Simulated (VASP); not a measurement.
ZnS:

```
Zn S
1.0
     0.00000    2.69368    2.69368
     2.69368    0.00000    2.69368
     2.69368    2.69368    0.00000
Zn S
1 1
Direct
  0.00000 0.00000 0.00000
  0.25000 0.25000 0.25000
```

Base run:

```yaml
Program: VASP 6.6.1
Functional: PBE
Potentials_or_basis: VASP PAW PBE potentials, release 64 (Zn, S)
Cutoff: 500 eV
k_mesh: 6 × 6 × 6
Occupations: gaussian, width 0.0045 eV
Spin: no spin polarisation
```

Its results: band gap on the k mesh 2.15 eV, direct; pressure 2.5 GPa.

**Question.** After a change of settings the same cell gave: band gap on the k mesh 2.04 eV, direct; pressure 8.4 GPa. Which change was it?
A. occupations from gaussian, width 0.0045 eV to tetrahedron
B. functional from PBE to r2SCAN; cutoff from 500 eV to 550 eV; occupations from gaussian, width 0.0045 eV to fermi-dirac, width 0.018 eV
C. functional from PBE to r2SCAN; cutoff from 500 eV to 550 eV; occupations from gaussian, width 0.0045 eV to tetrahedron
D. k mesh from 6 × 6 × 6 to 2 × 2 × 2; occupations from gaussian, width 0.0045 eV to gaussian, width 0.1 eV

**Answer.** D.

Caveats: some runs use coarse meshes.
